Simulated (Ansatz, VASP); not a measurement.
# Ni in VASP and in Ansatz

```
Ni
1.0
     3.83506    0.00000    0.00000
    -1.91753    3.32126    0.00000
     0.00000    0.00000    2.30468
Ni
3
Direct
  0.00000 0.00000 0.00000
  0.33333 0.66667 0.50000
  0.66667 0.33333 0.50000
```

Alike in both runs: task single point; functional LDA; k mesh 11 × 11 × 15; occupations fermi-dirac, width 0.1 eV; no spin polarisation.

|  | VASP | Ansatz |
| --- | --- | --- |
| version | VASP 6.6.1 | Ansatz 0.2.0 |
| potentials or method | VASP PAW LDA potentials, release 64 (Ni), cutoff 520 eV | plane waves (420 eV) with PAW, scalar-relativistic |
| valence electrons in the cell | 30 | 54 |

```tsv
	VASP	Ansatz	Ansatz less VASP
pressure (GPa)	10.8	11.0	+0.18
traceless stress, the component that is largest in VASP (GPa)	-0.50	-0.42	+0.079
```

Ansatz warns that its potentials were made for another functional, while VASP's fit it. LDA's correlation is that of Perdew and Zunger in VASP and of Perdew and Wang (1992) in Ansatz. VASP's potentials hold 30 valence electrons a cell and Ansatz's 54, so a difference there can come from the potentials and not from the codes.
